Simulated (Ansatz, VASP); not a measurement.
## One calculation of HfB, two programs

```
Hf B
1.0
     0.00000    2.31000    2.31000
     2.31000    0.00000    2.31000
     2.31000    2.31000    0.00000
Hf B
1 1
Direct
  0.50000 0.50000 0.50000
  0.04329 0.04329 0.95671
```

Alike in both runs: task electric field gradients; functional PBE; k mesh 15 × 15 × 15; occupations fermi-dirac, width 0.05 eV; no spin polarisation.

|  | VASP | Ansatz |
| --- | --- | --- |
| version | VASP 6.6.1 | Ansatz 0.2.0 |
| potentials or method | VASP PAW PBE potentials, release 64 (Hf_pv, B) | PAW with Ansatz's default frozen-core files, scalar-relativistic |
| plane-wave cutoff (eV) | 520 | 420 |
| valence electrons in the cell | 13 | 29 |

|  | VASP | Ansatz | Ansatz less VASP |
| --- | --- | --- | --- |
| rms of the force components (eV/Å) | 1.525 | 1.516 | -0.0083 |
| size of Vzz on the site where it differs most (V/Å²) | 2.7 | 2.4 | -0.27 |

Atom by atom the forces differ by 0.008 eV/Å (rms over components). VASP's potentials hold 13 valence electrons a cell and Ansatz's 29, so a difference there can come from the potentials and not from the codes.

Spin-orbit coupling is off throughout.
